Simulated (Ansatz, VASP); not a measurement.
# One calculation of Ni, two programs

Contents of INCAR:

```
SYSTEM = Ni
  ALGO = Normal
  EDIFF = 1E-7
  ENCUT = 520
  GGA = PE
  ISIF = 2
  ISMEAR = 0
  ISPIN = 2
  LASPH = .True.
  LCHARG = .False.
  LMAXMIX = 4
  LORBIT = 11
  LREAL = .False.
  LWAVE = .False.
  MAGMOM = 0.75
  NBANDS = 15
  NELM = 150
  PREC = Accurate
  SIGMA = 0.15
```

KPOINTS

```
k-points
0
Gamma
  22 22 22
  0 0 0
```

The input POSCAR:

```
Ni
1.0
    0.0000000000      1.8469991607      1.5831421377
    1.8469991607      0.0000000000      1.5831421377
    1.8469991607      1.8469991607      0.0000000000
Ni
1
Direct
    0.0000000000      0.0000000000      0.0000000000
```

Input for Ansatz:

```yaml
crystal:
  lattice:
    - [0.0, 1.8469991607, 1.5831421377]
    - [1.8469991607, 0.0, 1.5831421377]
    - [1.8469991607, 1.8469991607, 0.0]
  atoms:
    - { symbol: Ni, position: [0.0, 0.0, 0.0], spin: 0.75 }
basis:
  ecutwfc: 520.0
kpoints:
  mp_grid: { grid: [22, 22, 22] }
hamiltonian:
  xc: pbe
scf:
  occupations: { method: gaussian, width: 0.15 }
output:
  forces: true
  stress: true
  eigenvalues: true
  populations: true
  write_density: true
  write_potential: true
  elf: true
  volumetric_format: npy
magnetization:
  spin_polarized: true
```

Change from the starting cell: strain +e along x and -e along y +0.0000, strain +e along z and -e/2 along x and y -0.1000.

Alike in both runs: task single point; functional PBE; k mesh 22 × 22 × 22; occupations gaussian, width 0.15 eV; collinear spin.

|  | VASP | Ansatz |
| --- | --- | --- |
| version | VASP 6.6.1 | Ansatz 0.2.0 |
| potentials or method | VASP PAW PBE potentials, release 64 (Ni), cutoff 520 eV | scalar-relativistic, plane waves, PAW |
| valence electrons in the cell | 10 | 18 |

|  | VASP | Ansatz | Ansatz less VASP |
| --- | --- | --- | --- |
| gap on the k mesh at the Fermi level (eV) | none | none | - |
| pressure (GPa) | 2.6 | 2.7 | +0.12 |
| traceless stress, the component that is largest in VASP (GPa) | 6.39 | 6.70 | +0.315 |
| net moment per atom (μB) | 0.60 | 0.62 | +0.015 |
| size of the moment on the site where the two differ most (μB) | 0.61 | 0.65 | +0.042 |

Site moments also hang on the region over which each program counts them. A gap of «none» marks a metal or a gap that the smearing closes. VASP's potentials hold 10 valence electrons a cell and Ansatz's 18, so a difference there can come from the potentials and not from the codes.
